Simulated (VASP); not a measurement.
# C (Fd-3m) in VASP: notebook

C is run at these levels: LDA; tasks: single point.

All numbers are computed with VASP 6.6.1; they aren't measurements. Logs are shortened: lines on timing, memory, paths and dates and some standing lists are left out, and cuts for length are marked.

**1. The cell of the first run**

Symmetry: Fd-3m, No. 227, cubic system. The conventional cell has a = 3.384 Å, b = 3.384 Å, c = 3.384 Å, α = 90.00°, β = 90.00°, γ = 90.00°. Within 2.0 Å of C (site symmetry -43m) lie 4 C at 1.47 Å.

**2. Single point, LDA (volume 4.845 Å^3 an atom, c/a of the conventional cell 1.0000)**

Input file INCAR:

```
SYSTEM = C
ALGO = Normal
EDIFF = 1E-6
ENCUT = 520
ISIF = 2
ISMEAR = 0
LASPH = .True.
LCHARG = .False.
LREAL = .False.
LWAVE = .False.
NBANDS = 11
NELM = 60
PREC = Accurate
SIGMA = 0.05
```

Input file KPOINTS:

```
k-points
0
Gamma
  12 12 12
  0 0 0
```

Input file POSCAR:

```
C
1.0
    0.0000000000      1.6921203967      1.6921203967
    1.6921203967      0.0000000000      1.6921203967
    1.6921203967      1.6921203967      0.0000000000
C
2
Direct
    0.5000000000      0.5000000000      0.5000000000
    0.7500000000      0.7500000000      0.7500000000
```

Potentials or basis: VASP PAW LDA potentials, release 64 (C).

Started as:

```
cat potpaw_LDA.64/C/POTCAR > POTCAR
mpirun -np 1 vasp_std > vasp.out
```

OUTCAR:

```text
SYSTEM = C
   EDIFF = 1E-6
   ENCUT = 520
   ISIF = 2
   ISMEAR = 0
   LASPH = .True.
   LREAL = .False.
   NELM = 60
   PREC = Accurate

 ion  position               nearest neighbor table
   1  0.500  0.500  0.500-   2 1.47   2 1.47   2 1.47   2 1.47
   2  0.750  0.750  0.750-   1 1.47   1 1.47   1 1.47   1 1.47

  LATTYP: Found a face centered cubic cell.
 ALAT       =     3.3842407934

  Lattice vectors:

 A1 = (   0.0000000000,   1.6921203967,   1.6921203967)
 A2 = (   1.6921203967,   0.0000000000,   1.6921203967)
 A3 = (   1.6921203967,   1.6921203967,   0.0000000000)

Analysis of symmetry for initial positions (statically):
=====================================================================
 Subroutine PRICEL returns:
 Original cell was already a primitive cell.

 Routine SETGRP: Setting up the symmetry group for a
 face centered cubic supercell.

 Subroutine GETGRP returns: Found 48 space group operations
 (whereof 24 operations were pure point group operations)
 out of a pool of 48 trial point group operations.

The static configuration has the point symmetry T_d .
 The point group associated with its full space group is O_h .

Analysis of symmetry for dynamics (positions and initial velocities):
=====================================================================
 Subroutine PRICEL returns:
 Original cell was already a primitive cell.

 Routine SETGRP: Setting up the symmetry group for a
 face centered cubic supercell.

 Subroutine GETGRP returns: Found 48 space group operations
 (whereof 24 operations were pure point group operations)
 out of a pool of 48 trial point group operations.

The dynamic configuration has the point symmetry T_d .
 The point group associated with its full space group is O_h .

 Subroutine INISYM returns: Found 48 space group operations
 (whereof 24 operations are pure point group operations),
 and found     1 'primitive' translations

----------------------------------------------------------------------------------------

                                     Primitive cell

  volume of cell :       9.6900

  direct lattice vectors                    reciprocal lattice vectors
     0.000000000  1.692120397  1.692120397    -0.295487248  0.295487248  0.295487248
     1.692120397  0.000000000  1.692120397     0.295487248 -0.295487248  0.295487248
     1.692120397  1.692120397  0.000000000     0.295487248  0.295487248 -0.295487248
[... 78 lines left out ...]
   ISPIN  =      1    spin polarized calculation?
   LNONCOLLINEAR =      F non collinear calculations
   LSORBIT =      F    spin-orbit coupling
   LASPH  =      T    aspherical Exc in radial PAW
   ENCUT  =  520.0 eV  38.22 Ry    6.18 a.u.   4.45  4.45  4.45*2*pi/ulx,y,z
   NELM   =     60;   NELMIN=  2; NELMDL= -5     # of ELM steps
   EDIFF  = 0.1E-05   stopping-criterion for ELM
   LREAL  =      F    real-space projection
[... 7 lines left out ...]
   TEBEG  =    0.0;   TEEND  =   0.0 temperature during run
   PSTRESS=    0.0 pullay stress
   NELECT =       8.0000    total number of electrons
   NUPDOWN=      -1.0000    fix difference up-down
   EMIN   =  10.00;   EMAX   =-10.00  energy-range for DOS
   EFERMI =   0.00;   METHOD = LEGACY
   ISMEAR =     0;   SIGMA  =   0.05  broadening in eV -4-tet -1-fermi 0-gaus
   EFERMI_NEDOS =   21; number of points for ismear=-14 and -15
   IALGO  =     38    algorithm
   IMIX   =      4    mixing-type and parameters
     AMIX     =   0.40;   BMIX     =  1.00
     AMIX_MAG =   1.60;   BMIX_MAG =  1.00
  volume/ion in A,a.u.               =       4.84        32.70
  Fermi-wavevector in a.u.,A,eV,Ry     =   1.535784  2.902212 32.091157  2.358634
  Thomas-Fermi vector in A             =   2.642524
   LORBIT       =      0    0 simple, 1 ext, 2 COOP (PROOUT), +10 PAW based schemes
   GGA     = CA    functional components
   LHFCALC =     F    Hartree Fock is set to
   AEXX    =    0.0000 exact exchange contribution
   IVDW    =     0    specifies the selected vdW correction
   LEPSILON=     F    determine dielectric tensor
   LRPA    =     F    only Hartree local field effects (RPA)
 non-spin polarized calculation
 Gauss-broadening in eV      SIGMA  =   0.05
  energy-cutoff  :      520.00
  volume of cell :        9.69
 maximum number of plane-waves:       274
 NGX is ok and might be reduce to    18
   NGX =  9   NGY =  9   NGZ =  9

 number of electron       7.9999998 magnetization

 Free energy of the ion-electron system (eV)
  ---------------------------------------------------
  ext. energy  EPLUGINS =         0.00000000
  ---------------------------------------------------
  free energy    TOTEN  =       -19.94419370 eV

  energy without entropy =      -19.94419370  energy(sigma->0) =      -19.94419370

 E-fermi :  12.5288     XC(G=0): -14.2774

 val. band max:       12.1688930458   @ k =   0.0000   0.0000   0.0000
 cond. band min:      16.7018525687   @ k =   0.3333   0.3333   0.0000
 fundamental gap:      4.5329595229
 Fermi energy:        12.5288420073

 k-point     1 :       0.0000    0.0000    0.0000
  band No.  band energies     occupation
      1     -11.3661      2.00000
      2      12.1689      2.00000
      3      12.1689      2.00000
      4      12.1689      2.00000
      5      18.1587      0.00000
      6      18.1587      0.00000
      7      18.1587      0.00000
      8      29.4963      0.00000
      9      33.3818      0.00000
     10      40.6394      0.00000
     11      40.6394      0.00000
[... 309 lines left out ...]
 k-point    24 :      -0.4167    0.1667    0.0000
  band No.  band energies     occupation
      1      -4.2262      2.00000
      2      -1.9634      2.00000
      3       6.0511      2.00000
      4       8.0170      2.00000
      5      20.2504      0.00000
      6      23.3593      0.00000
      7      25.6215      0.00000
      8      29.3513      0.00000
      9      33.3336      0.00000
     10      38.1030      0.00000
     11      39.6817      0.00000

 [... further k-points ...]
[... 5 lines left out ...]
  --------------------------------------------------------------------------------------
  -------------------------------------------------------------------------------------
  Total        4.6956697      4.6956697      4.6956697      0.0000000      0.0000000      0.0000000
  in kB      776.3978906    776.3978906    776.3978906      0.0000000      0.0000000      0.0000000
  external PRESSURE =     776.3978906 kB  Pullay stress =       0.0000000 kB

 VOLUME and BASIS-vectors are now :
 -----------------------------------------------------------------------------
  energy-cutoff  :      520.00
  volume of cell :        9.69
      direct lattice vectors                 reciprocal lattice vectors
     0.000000000  1.692120397  1.692120397    -0.295487248  0.295487248  0.295487248
     1.692120397  0.000000000  1.692120397     0.295487248 -0.295487248  0.295487248
     1.692120397  1.692120397  0.000000000     0.295487248  0.295487248 -0.295487248

 POSITION                                       TOTAL-FORCE (eV/Angst)
 -----------------------------------------------------------------------------------
      1.69212      1.69212      1.69212         0.000000      0.000000      0.000000
      2.53818      2.53818      2.53818        -0.000000     -0.000000     -0.000000
 -----------------------------------------------------------------------------------
    total drift:                                0.000000     -0.000000      0.000000

  FREE ENERGIE OF THE ION-ELECTRON SYSTEM (eV)
  ---------------------------------------------------
  free  energy   TOTEN  =       -19.9441937026 eV

  energy  without entropy=      -19.9441937026  energy(sigma->0) =      -19.94419370
```

stdout:

```text
POSCAR found type information on POSCAR C
 POSCAR found :  1 types and       2 ions
 scaLAPACK will be used
 LDA part: xc-table for (Slater(with rela. corr.)+CA(PZ))
 , standard interpolation
 POSCAR, INCAR and KPOINTS ok, starting setup
 FFT: planning ... GRIDC
 FFT: planning ... GRID_SOFT
 FFT: planning ... GRID
 WAVECAR not read
 entering main loop
```

It took 5.1 s on 1 thread of AMD EPYC 7R13 (Zen 3), shared host; peak memory 0.08 GiB.

Results:

| Quantity | Value |
| --- | --- |
| Free energy | -19.9442 eV |
| Pressure | 77.6 GPa |
| Band gap on the k mesh | 4.53 eV, indirect (least direct gap 5.99 eV) |

Levels at points of the mesh, in eV from the valence-band top:
| k point | band 1 | band 2 | band 3 | band 4 | band 5 | band 6 | band 7 | band 8 |
| --- | --- | --- | --- | --- | --- | --- | --- | --- |
| (0.00, 0.00, 0.00) | -23.54 | 0.00 | 0.00 | 0.00 | 5.99 | 5.99 | 5.99 | 17.33 |
| (0.50, 0.00, 0.00) | -16.72 | -15.22 | -3.22 | -3.22 | 9.05 | 9.05 | 11.28 | 16.80 |
| (0.50, 0.50, 0.00) | -13.80 | -13.80 | -7.30 | -7.30 | 5.06 | 5.06 | 19.16 | 19.16 |

**3. Single point, LDA (volume 4.977 Å^3 an atom, c/a of the conventional cell 1.0000)**

Input file INCAR:

```
SYSTEM = C
  ALGO = Normal
  EDIFF = 1E-7
  ENCUT = 520
  ISIF = 2
  ISMEAR = 0
  LASPH = .True.
  LCHARG = .False.
  LREAL = .False.
  LWAVE = .False.
  NBANDS = 11
  NELM = 80
  PREC = Accurate
  SIGMA = 0.05
```

KPOINTS is that of step 2.

Input file POSCAR:

```
C
1.0
    0.0000000000      1.7073499529      1.7073499529
    1.7073499529      0.0000000000      1.7073499529
    1.7073499529      1.7073499529      0.0000000000
C
2
Direct
    0.5000000000      0.5000000000      0.5000000000
    0.7500000000      0.7500000000      0.7500000000
```

Potentials or basis: VASP PAW LDA potentials, release 64 (C).

Started as:

```
cat potpaw_LDA.64/C/POTCAR > POTCAR
mpirun -np 1 vasp_std > vasp.out
```

It took 5.1 s on 1 thread of AMD EPYC 7R13 (Zen 3), shared host; peak memory 0.08 GiB.

Results (log left out):

```yaml
Free_energy: -20.0570 eV
Pressure: 58.9 GPa
Band_gap_on_the_k_mesh: 4.46 eV, indirect (least direct gap 5.91 eV)
```

Levels at points of the mesh, in eV from the valence-band top:
```csv
k point,band 2,band 3,band 4,band 5,band 6,band 7
"(0.00, 0.00, 0.00)",0.00,0.00,0.00,5.91,5.91,5.91
"(0.50, 0.00, 0.00)",-14.89,-3.14,-3.14,8.94,8.94,10.87
"(0.50, 0.50, 0.00)",-13.58,-7.12,-7.12,5.00,5.00,18.71
```

**4. Single point, LDA (volume 5.373 Å^3 an atom, c/a of the conventional cell 1.0000)**

Input file INCAR:

```
PREC     = Accurate       # precision mode
ENCUT    = 520            # plane-wave cutoff, eV
EDIFF    = 1E-7           # SCF threshold, eV
ISMEAR   = 0              # smearing method
SIGMA    = 0.05           # smearing width, eV
LREAL    = F              # projectors in reciprocal space
LASPH    = T              # aspherical terms in the spheres
NELM     = 60             # most SCF steps
ALGO     = Normal         # electronic algorithm
ISIF     = 2              # what is computed and relaxed
LWAVE    = F              # write WAVECAR
LCHARG   = T              # write CHGCAR
LELF     = T              # ELF
LVHAR    = T            
NBANDS   = 11             # bands
```

Input file KPOINTS:

```
regular mesh
0
Gamma
  12 12 12
```

Input file POSCAR:

```
C
1.0
    0.0000000000      1.7514817382      1.7514817382
    1.7514817382      0.0000000000      1.7514817382
    1.7514817382      1.7514817382      0.0000000000
C
2
Direct
    0.5000000000      0.5000000000      0.5000000000
    0.7500000000      0.7500000000      0.7500000000
```

Potentials or basis: VASP PAW LDA potentials, release 64 (C).

Started as:

```
cat potpaw_LDA.64/C/POTCAR > POTCAR
mpirun -np 1 vasp_std > vasp.out
```

OUTCAR:

```text
PREC = Accurate
   ENCUT = 520
   EDIFF = 1E-7
   ISMEAR = 0
   LREAL = F
   LASPH = T
   NELM = 60
   ISIF = 2

 ion  position               nearest neighbor table
   1  0.500  0.500  0.500-   2 1.52   2 1.52   2 1.52   2 1.52
   2  0.750  0.750  0.750-   1 1.52   1 1.52   1 1.52   1 1.52

  LATTYP: Found a face centered cubic cell.
 ALAT       =     3.5029634764

  Lattice vectors:

 A1 = (   0.0000000000,   1.7514817382,   1.7514817382)
 A2 = (   1.7514817382,   0.0000000000,   1.7514817382)
 A3 = (   1.7514817382,   1.7514817382,   0.0000000000)

Analysis of symmetry for initial positions (statically):
=====================================================================
 Subroutine PRICEL returns:
 Original cell was already a primitive cell.

 Routine SETGRP: Setting up the symmetry group for a
 face centered cubic supercell.

 Subroutine GETGRP returns: Found 48 space group operations
 (whereof 24 operations were pure point group operations)
 out of a pool of 48 trial point group operations.

The static configuration has the point symmetry T_d .
 The point group associated with its full space group is O_h .
[... 165 lines left out ...]
 cond. band min:      14.7911533841   @ k =   0.3333   0.3333   0.0000
 fundamental gap:      4.2592290114
 Fermi energy:        10.7705240140

 k-point     1 :       0.0000    0.0000    0.0000
  band No.  band energies     occupation
      1     -11.5213      2.00000
      2      10.5319      2.00000
      3      10.5319      2.00000
      4      10.5319      2.00000
      5      16.2278      0.00000
      6      16.2278      0.00000
      7      16.2278      0.00000
      8      25.3462      0.00000
      9      30.2615      0.00000
     10      37.7755      0.00000
     11      37.7755      0.00000
[... 309 lines left out ...]
 k-point    24 :      -0.4167    0.1667    0.0000
  band No.  band energies     occupation
      1      -4.9858      2.00000
      2      -2.4998      2.00000
      3       4.8731      2.00000
      4       6.7648      2.00000
      5      18.2263      0.00000
      6      21.0321      0.00000
      7      22.5136      0.00000
      8      26.4315      0.00000
      9      30.3397      0.00000
     10      35.2110      0.00000
     11      35.8426      0.00000

 [... further k-points ...]
[... 5 lines left out ...]
  --------------------------------------------------------------------------------------
  -------------------------------------------------------------------------------------
  Total        0.9218967      0.9218967      0.9218967      0.0000000      0.0000000     -0.0000000
  in kB      137.4504055    137.4504055    137.4504055      0.0000000      0.0000000     -0.0000000
  external PRESSURE =     137.4504055 kB  Pullay stress =       0.0000000 kB

 VOLUME and BASIS-vectors are now :
 -----------------------------------------------------------------------------
  energy-cutoff  :      520.00
  volume of cell :       10.75
      direct lattice vectors                 reciprocal lattice vectors
     0.000000000  1.751481738  1.751481738    -0.285472574  0.285472574  0.285472574
     1.751481738  0.000000000  1.751481738     0.285472574 -0.285472574  0.285472574
     1.751481738  1.751481738  0.000000000     0.285472574  0.285472574 -0.285472574

 POSITION                                       TOTAL-FORCE (eV/Angst)
 -----------------------------------------------------------------------------------
      1.75148      1.75148      1.75148        -0.000000     -0.000000     -0.000000
      2.62722      2.62722      2.62722         0.000000      0.000000      0.000000
 -----------------------------------------------------------------------------------
    total drift:                                0.000000     -0.000000      0.000000

  FREE ENERGIE OF THE ION-ELECTRON SYSTEM (eV)
  ---------------------------------------------------
  free  energy   TOTEN  =       -20.2320529718 eV

  energy  without entropy=      -20.2320529718  energy(sigma->0) =      -20.23205297
```

It took 5.7 s on 1 thread of AMD EPYC 7R13 (Zen 3), shared host; peak memory 0.08 GiB.

What came out:

```
Free energy            : -20.2321 eV
Pressure               : 13.7 GPa
Band gap on the k mesh : 4.26 eV, indirect (least direct gap 5.70 eV)
```

Levels at points of the mesh, in eV from the valence-band top:
```
           k point  band 2  band 3  band 4  band 5  band 6  band 7
(0.00, 0.00, 0.00)    0.00    0.00    0.00    5.70    5.70    5.70
(0.50, 0.00, 0.00)  -13.97   -2.93   -2.93    8.61    8.61    9.77
(0.50, 0.50, 0.00)  -13.00   -6.62   -6.62    4.83    4.83   17.46
```

 A k mesh can miss the band edges.

**5. Single point, LDA (volume 5.109 Å^3 an atom, c/a of the conventional cell 1.0000)**

Input file INCAR:

```
SYSTEM = C
ALGO = Normal ; EDIFF = 1E-6
ENCUT = 520 ; GGA = CA
ISIF = 2 ; ISMEAR = 0
LASPH = .True. ; LCHARG = .True.
LELF = .True. ; LREAL = .False.
LVHAR = .True. ; LWAVE = .False.
NBANDS = 11 ; NELM = 80
PREC = Accurate ; SIGMA = 0.05
```

Input file KPOINTS:

```
k-points
0
Gamma
  12 12 12
  0 0 0
```

Input file POSCAR:

```
C
1.0
    0.0000000000      1.7223125555      1.7223125555
    1.7223125555      0.0000000000      1.7223125555
    1.7223125555      1.7223125555      0.0000000000
C
2
Direct
    0.5000000000      0.5000000000      0.5000000000
    0.7500000000      0.7500000000      0.7500000000
```

Started as:

```
cat potpaw_LDA.64/C/POTCAR > POTCAR
mpirun -np 1 vasp_std > vasp.out
```

It took 5.4 s on 1 thread of AMD EPYC 7R13 (Zen 3), shared host; peak memory 0.08 GiB.

The run converged. Its results:

- Free energy: -20.1405 eV
- Pressure: 42.1 GPa
- Band gap on the k mesh: 4.39 eV, indirect (least direct gap 5.84 eV)

Levels at points of the mesh, in eV from the valence-band top:
| k point | band 2 | band 3 | band 4 | band 5 | band 6 | band 7 |
| --- | --- | --- | --- | --- | --- | --- |
| (0.00, 0.00, 0.00) | 0.00 | 0.00 | 0.00 | 5.84 | 5.84 | 5.84 |
| (0.50, 0.00, 0.00) | -14.57 | -3.07 | -3.07 | 8.83 | 8.83 | 10.49 |
| (0.50, 0.50, 0.00) | -13.38 | -6.95 | -6.95 | 4.94 | 4.94 | 18.27 |

(Continued in part 2 of 2.)
